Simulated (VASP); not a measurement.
# Li (P2_13) in VASP: a series of runs

Li is run at these levels: r2SCAN, PBEsol, LDA; tasks: single point.

All numbers are computed with VASP 6.6.1; they aren't measurements. Logs are shortened: lines on timing, memory, paths and dates and some standing lists are left out, and cuts for length are marked.

## 1. The cell of the first run

It takes space group P2_13 (No. 198, cubic). Conventional cell: a = 4.492 Å, b = 4.492 Å, c = 4.492 Å, α = 90.00°, β = 90.00°, γ = 90.00°. Li (site symmetry 3) has 6 Li at 2.75 Å within 3.6 Å.

## 2. Single point, r2SCAN (functional r2SCAN, strained)

File POSCAR:

```
Li
1.0
    4.4915903657      0.0000000000      0.0000000000
    0.0000000000      4.4915903657      0.0000000000
    0.0000000000      0.0000000000      4.4915903657
Li
4
Direct
    0.8745680000      0.1254320000      0.6254320000
    0.3745680000      0.3745680000      0.3745680000
    0.1254320000      0.6254320000      0.8745680000
    0.6254320000      0.8745680000      0.1254320000
```

File INCAR.step1:

```
SYSTEM = Li
  PREC = Accurate
  ENCUT = 520
  ISMEAR = 0
  SIGMA = 0.1
  LREAL = .False.
  LASPH = .True.
  NELM = 100
  NBANDS = 14
  GGA = PE
  ALGO = Normal
  EDIFF = 1E-4
  LWAVE = .True.
  LCHARG = .False.
```

File INCAR.step2:

```
SYSTEM = Li
  PREC = Accurate
  ENCUT = 520
  EDIFF = 1E-7
  ISMEAR = 0
  SIGMA = 0.1
  LREAL = .False.
  LASPH = .True.
  NELM = 100
  ALGO = Normal
  ISIF = 2
  LWAVE = .False.
  LCHARG = .True.
  METAGGA = R2SCAN
  LMIXTAU = .True.
  LELF = .True.
  LVHAR = .True.
  NBANDS = 14
  ISTART = 1
```

File KPOINTS:

```
Automatic mesh
0
Gamma
  10 10 10
  0 0 0
```

Potentials or basis: VASP PAW PBE potentials, release 64 (Li_sv).

Command:

```bash
cat potpaw_PBE.64/Li_sv/POTCAR > POTCAR
cp INCAR.step1 INCAR
mpirun -np 1 vasp_std > vasp.out
cp INCAR.step2 INCAR
mpirun -np 1 vasp_std > vasp.out
```

OUTCAR:

```text
SYSTEM = Li
   PREC = Accurate
   ENCUT = 520
   EDIFF = 1E-7
   ISMEAR = 0
   LREAL = .False.
   LASPH = .True.
   NELM = 100
   ISIF = 2
   METAGGA = R2SCAN
   ISTART = 1

 ion  position               nearest neighbor table
   1  0.875  0.125  0.625-
   2  0.375  0.375  0.375-
   3  0.125  0.625  0.875-
   4  0.625  0.875  0.125-

  LATTYP: Found a simple cubic cell.
 ALAT       =     4.4915903657

  Lattice vectors:

 A1 = (   4.4915903657,   0.0000000000,   0.0000000000)
 A2 = (   0.0000000000,   4.4915903657,   0.0000000000)
 A3 = (   0.0000000000,   0.0000000000,   4.4915903657)

Analysis of symmetry for initial positions (statically):
=====================================================================
 Subroutine PRICEL returns:
 Original cell was already a primitive cell.

 Routine SETGRP: Setting up the symmetry group for a
 simple cubic supercell.

 Subroutine GETGRP returns: Found 12 space group operations
 (whereof  3 operations were pure point group operations)
 out of a pool of 48 trial point group operations.

The static configuration has the point symmetry C_3 .
 The point group associated with its full space group is T   .

Analysis of symmetry for dynamics (positions and initial velocities):
=====================================================================
 Subroutine PRICEL returns:
 Original cell was already a primitive cell.

 Routine SETGRP: Setting up the symmetry group for a
 simple cubic supercell.

 Subroutine GETGRP returns: Found 12 space group operations
 (whereof  3 operations were pure point group operations)
 out of a pool of 48 trial point group operations.

The dynamic configuration has the point symmetry C_3 .
 The point group associated with its full space group is T   .

 Subroutine INISYM returns: Found 12 space group operations
 (whereof  3 operations are pure point group operations),
 and found     1 'primitive' translations

----------------------------------------------------------------------------------------

                                     Primitive cell

  volume of cell :      90.6151

  direct lattice vectors                    reciprocal lattice vectors
     4.491590366  0.000000000  0.000000000     0.222638290  0.000000000  0.000000000
     0.000000000  4.491590366  0.000000000     0.000000000  0.222638290  0.000000000
[... 99 lines left out ...]
   PSTRESS=    0.0 pullay stress
   NELECT =      12.0000    total number of electrons
   NUPDOWN=      -1.0000    fix difference up-down
   EMIN   =  10.00;   EMAX   =-10.00  energy-range for DOS
   EFERMI =   0.00;   METHOD = LEGACY
   ISMEAR =     0;   SIGMA  =   0.10  broadening in eV -4-tet -1-fermi 0-gaus
   EFERMI_NEDOS =   21; number of points for ismear=-14 and -15
   IALGO  =     38    algorithm
   IMIX   =      4    mixing-type and parameters
     AMIX     =   0.40;   BMIX     =  1.00
     AMIX_MAG =   1.60;   BMIX_MAG =  1.00
  volume/ion in A,a.u.               =      22.65       152.88
  Fermi-wavevector in a.u.,A,eV,Ry     =   0.834453  1.576887  9.473893  0.696311
  Thomas-Fermi vector in A             =   1.947847
   LORBIT       =      0    0 simple, 1 ext, 2 COOP (PROOUT), +10 PAW based schemes
   METAGGA = R2SCAN    functional components
   LHFCALC =     F    Hartree Fock is set to
   AEXX    =    0.0000 exact exchange contribution
   IVDW    =     0    specifies the selected vdW correction
   LEPSILON=     F    determine dielectric tensor
   LRPA    =     F    only Hartree local field effects (RPA)
 non-spin polarized calculation
 Gauss-broadening in eV      SIGMA  =   0.10
  energy-cutoff  :      520.00
  volume of cell :       90.62
 maximum number of plane-waves:      2469
 NGX is ok and might be reduce to    36
   NGX = 17   NGY = 17   NGZ = 17

 number of electron      12.0000039 magnetization

 Free energy of the ion-electron system (eV)
  ---------------------------------------------------
  ext. energy  EPLUGINS =         0.00000000
  ---------------------------------------------------
  free energy    TOTEN  =        -8.46967713 eV

  energy without entropy =       -8.46115969  energy(sigma->0) =       -8.46541841

 E-fermi :   0.6324     XC(G=0):  -7.1560

 val. band max:        0.6240878169   @ k =   0.5000   0.5000   0.3000
 cond. band min:       0.6581708430   @ k =   0.5000   0.5000   0.5000
 fundamental gap:      0.0340830261
 Fermi energy:         0.6324240790

 k-point     1 :       0.0000    0.0000    0.0000
  band No.  band energies     occupation
      1     -48.3950      2.00000
      2     -48.3567      2.00000
      3     -48.3567      2.00000
      4     -48.3567      2.00000
      5      -3.3001      2.00000
      6       2.8880      0.00000
      7       2.8880      0.00000
      8       2.8880      0.00000
      9       2.9687      0.00000
     10       2.9687      0.00000
     11       2.9687      0.00000
     12       9.0470      0.00000
     13       9.0470      0.00000
     14       9.3736      0.00000
[... 377 lines left out ...]
      1     -48.3806      2.00000
      2     -48.3738      2.00000
      3     -48.3563      2.00000
      4     -48.3539      2.00000
      5      -1.7689      2.00000
      6      -0.5917      2.00000
      7       0.8872      0.00031
      8       1.9378      0.00000
      9       4.0429      0.00000
     10       4.3159      0.00000
     11       6.2338      0.00000
     12       6.6057      0.00000
     13       7.7381      0.00000
     14       8.5561      0.00000

 [... further k-points ...]

------------------------ aborting loop because EDIFF is reached ----------------------------------------

  FORCE on cell =-STRESS in cart. coord.  units (eV):
  Direction    XX          YY          ZZ          XY          YZ          ZX
  --------------------------------------------------------------------------------------
  -------------------------------------------------------------------------------------
  Total       -0.0676627     -0.0676627     -0.0676627      0.0000000      0.0000000      0.0000000
  in kB       -1.1963539     -1.1963539     -1.1963539      0.0000000      0.0000000      0.0000000
  external PRESSURE =      -1.1963539 kB  Pullay stress =       0.0000000 kB

 VOLUME and BASIS-vectors are now :
 -----------------------------------------------------------------------------
  energy-cutoff  :      520.00
  volume of cell :       90.62
      direct lattice vectors                 reciprocal lattice vectors
     4.491590366  0.000000000  0.000000000     0.222638290  0.000000000  0.000000000
     0.000000000  4.491590366  0.000000000     0.000000000  0.222638290  0.000000000
     0.000000000  0.000000000  4.491590366     0.000000000  0.000000000  0.222638290

 POSITION                                       TOTAL-FORCE (eV/Angst)
 -----------------------------------------------------------------------------------
      3.92820      0.56339      2.80918         0.034185     -0.034185     -0.034185
      1.68241      1.68241      1.68241         0.034185      0.034185      0.034185
      0.56339      2.80918      3.92820        -0.034185     -0.034185      0.034185
      2.80918      3.92820      0.56339        -0.034185      0.034185     -0.034185
 -----------------------------------------------------------------------------------
    total drift:                                0.000000     -0.000000      0.000000

  FREE ENERGIE OF THE ION-ELECTRON SYSTEM (eV)
  ---------------------------------------------------
  free  energy   TOTEN  =        -8.4696771341 eV

  energy  without entropy=       -8.4611596862  energy(sigma->0) =       -8.46541841
```

It took 9.8 min on 1 thread of AMD EPYC 9R45 (Zen 5), shared host; peak memory 0.22 GiB.

Results:

```yaml
Free_energy: -8.4697 eV
Largest_force: 0.059 eV/Å
Band_gap_on_the_k_mesh: zero (band 6 reaches 2.89 eV, above the bottom of band 7 at 0.30 eV)
```

Forces on the atoms (eV/Å):
```
Li   0.034 -0.034 -0.034
Li   0.034  0.034  0.034
Li  -0.034 -0.034  0.034
Li  -0.034  0.034 -0.034
```

Levels at points of the mesh, in eV from the Fermi level:
| k point | band 3 | band 4 | band 5 | band 6 | band 7 | band 8 | band 9 | band 10 |
| --- | --- | --- | --- | --- | --- | --- | --- | --- |
| (0.00, 0.00, 0.00) | -48.99 | -48.99 | -3.93 | 2.26 | 2.26 | 2.26 | 2.34 | 2.34 |
| (0.50, 0.00, 0.00) | -48.99 | -48.99 | -2.38 | -2.38 | 2.49 | 2.49 | 3.59 | 3.59 |
| (0.50, 0.50, 0.00) | -48.99 | -48.99 | -1.25 | -1.25 | -0.33 | -0.33 | 4.10 | 4.10 |
| (0.50, 0.50, 0.50) | -49.00 | -49.00 | 0.03 | 0.03 | 0.03 | 0.03 | 1.84 | 1.84 |

Caveat: the cell differs from its parent crystal (functional r2SCAN, strained); the cutoff is under 1.25 times the usual one of these potentials, so pressure, stress and relaxed cells hold a basis-set (Pulay) error; the PAW data sets were made with another functional, which shifts forces and pressure a little.

## 3. Single point, PBEsol (strained and its atoms moved)

File INCAR:

```
SYSTEM = Li
ALGO = Normal
EDIFF = 1E-7
ENCUT = 520
GGA = PS
ISIF = 2
ISMEAR = 0
LASPH = .True.
LCHARG = .False.
LREAL = .False.
LWAVE = .False.
NBANDS = 14
NELM = 60
PREC = Accurate
SIGMA = 0.1
```

File KPOINTS:

```
k-points
0
Gamma
  10 10 10
  0 0 0
```

File POSCAR:

```
Li
1.0
    4.3350167880      0.0000000000      0.0000000000
    0.0000000000      4.3350167880      0.0000000000
    0.0000000000      0.0000000000      4.3350167880
Li
4
Direct
    0.8823447382      0.1176552618      0.6176552618
    0.3823447382      0.3823447382      0.3823447382
    0.1176552618      0.6176552618      0.8823447382
    0.6176552618      0.8823447382      0.1176552618
```

Potentials or basis: VASP PAW PBE potentials, release 64 (Li_sv).

Command:

```bash
cat potpaw_PBE.64/Li_sv/POTCAR > POTCAR
mpirun -np 1 vasp_std > vasp.out
```

Wall time 29 s (1 thread of AMD EPYC 9R45 (Zen 5), shared host); peak memory 0.17 GiB.

Results (log left out):

```
Free energy            : -6.8056 eV
Largest force          : 0.086 eV/Å
Band gap on the k mesh : zero (band 6 reaches 3.00 eV, above the bottom of band 7 at 0.63 eV)
```

Forces in eV/Å, atoms in the order of the input:
```
Li   0.050 -0.050 -0.050
Li   0.050  0.050  0.050
Li  -0.050 -0.050  0.050
Li  -0.050  0.050 -0.050
```

Levels at points of the mesh, in eV from the Fermi level:
| k point | band 2 | band 3 | band 4 | band 5 | band 6 | band 7 | band 8 | band 9 | band 10 | band 11 |
| --- | --- | --- | --- | --- | --- | --- | --- | --- | --- | --- |
| (0.00, 0.00, 0.00) | -46.61 | -46.61 | -46.61 | -3.79 | 2.09 | 2.09 | 2.09 | 2.37 | 2.37 | 2.37 |
| (0.50, 0.00, 0.00) | -46.65 | -46.61 | -46.61 | -2.30 | -2.30 | 2.36 | 2.36 | 3.47 | 3.47 | 4.99 |
| (0.50, 0.50, 0.00) | -46.64 | -46.61 | -46.61 | -1.25 | -1.25 | -0.28 | -0.28 | 3.95 | 3.95 | 5.16 |
| (0.50, 0.50, 0.50) | -46.63 | -46.63 | -46.63 | -0.03 | -0.03 | -0.03 | -0.03 | 1.89 | 1.89 | 1.89 |

Caveat: the cell differs from its parent crystal (strained and its atoms moved); the cutoff is under 1.25 times the usual one of these potentials, so pressure, stress and relaxed cells hold a basis-set (Pulay) error; the PAW data sets were made with another functional, which shifts forces and pressure a little.

## 4. Single point, PBEsol (strained)

File INCAR:

```
  PREC = Accurate
  ENCUT = 520
  EDIFF = 1E-6
  ISMEAR = 0
  SIGMA = 0.1
  LREAL = F
  LASPH = T
  NELM = 80
  ALGO = Normal
  ISIF = 2
  LWAVE = F
  LCHARG = T
  GGA = PS
  LELF = T
  LVHAR = T
  NBANDS = 14
```

File KPOINTS:

```
regular mesh
0
Gamma
  10 10 10
```

File POSCAR:

```
Li
1.0
    4.4988956478      0.0000000000      0.0000000000
    0.0000000000      4.4988956478      0.0000000000
    0.0000000000      0.0000000000      4.4988956478
Li
4
Direct
    0.8706796309      0.1293203691      0.6293203691
    0.3706796309      0.3706796309      0.3706796309
    0.1293203691      0.6293203691      0.8706796309
    0.6293203691      0.8706796309      0.1293203691
```

Command:

```bash
cat potpaw_PBE.64/Li_sv/POTCAR > POTCAR
mpirun -np 1 vasp_std > vasp.out
```

Wall time 43 s (1 thread of AMD EPYC 9R45 (Zen 5), shared host); peak memory 0.19 GiB.

It converged, with:

* Free energy: -6.8216 eV
* Largest force: 0.046 eV/Å
* Band gap on the k mesh: zero (band 6 reaches 2.53 eV, above the bottom of band 7 at 0.22 eV)

Forces on the atoms (eV/Å):
```
Li  -0.026  0.026  0.026
Li  -0.026 -0.026 -0.026
Li   0.026  0.026 -0.026
Li   0.026 -0.026  0.026
```

Levels at points of the mesh, in eV from the Fermi level:
| k point | band 2 | band 3 | band 4 | band 5 | band 6 | band 7 | band 8 | band 9 | band 10 | band 11 |
| --- | --- | --- | --- | --- | --- | --- | --- | --- | --- | --- |
| (0.00, 0.00, 0.00) | -46.68 | -46.68 | -46.68 | -3.58 | 1.99 | 1.99 | 1.99 | 2.24 | 2.24 | 2.24 |
| (0.50, 0.00, 0.00) | -46.71 | -46.68 | -46.68 | -2.16 | -2.16 | 2.25 | 2.25 | 3.27 | 3.27 | 4.73 |
| (0.50, 0.50, 0.00) | -46.70 | -46.68 | -46.68 | -1.10 | -1.10 | -0.32 | -0.32 | 3.73 | 3.73 | 4.87 |
| (0.50, 0.50, 0.50) | -46.69 | -46.69 | -46.69 | 0.06 | 0.06 | 0.06 | 0.06 | 1.68 | 1.68 | 1.68 |

Caveat: the cell differs from its parent crystal (strained); the cutoff is under 1.25 times the usual one of these potentials, so pressure, stress and relaxed cells hold a basis-set (Pulay) error; the PAW data sets were made with another functional, which shifts forces and pressure a little.

[end of part 1 of 2]
